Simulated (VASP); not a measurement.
Input of a VASP 6.6.1 run:

The input INCAR:

```
SYSTEM = MgGaC4N4
  ALGO = Normal
  EDIFF = 1E-7
  ENCUT = 520
  GGA = PE
  ISIF = 2
  ISMEAR = 0
  LASPH = .True.
  LCHARG = .False.
  LREAL = .False.
  LWAVE = .False.
  NBANDS = 36
  NELM = 100
  PREC = Accurate
  SIGMA = 0.1
```

Contents of KPOINTS:

```
k-points
0
Gamma
  4 4 4
  0 0 0
```

Contents of POSCAR:

```
MgGaC4N4
1.0
    5.9363154700      0.0000000000      0.0000000000
    0.0000000000      5.9363154700      0.0000000000
    0.0000000000      0.0000000000      5.9363154700
Mg Ga C N
1 1 4 4
Direct
    0.5000000000      0.5000000000      0.5000000000
    0.0000000000      0.0000000000      0.0000000000
    0.1843999200      0.1843999200      0.1843999200
    0.1843999200      0.8156000800      0.8156000800
    0.8156000800      0.1843999200      0.8156000800
    0.8156000800      0.8156000800      0.1843999200
    0.2981910100      0.2981910100      0.2981910100
    0.2981910100      0.7018089900      0.7018089900
    0.7018089900      0.2981910100      0.7018089900
    0.7018089900      0.7018089900      0.2981910100
```

Potentials or basis: VASP PAW PBE potentials, release 64 (Mg, Ga_d, C, N).

Launch:

```sh
$ cat potpaw_PBE.64/Mg/POTCAR potpaw_PBE.64/Ga_d/POTCAR potpaw_PBE.64/C/POTCAR potpaw_PBE.64/N/POTCAR > POTCAR
$ mpirun -np 1 vasp_std > vasp.out
```

(1) Estimate the largest force.

(2) Estimate the pressure.

Answers

(1) 0.937 eV/Å.

(2) 2.4 GPa.
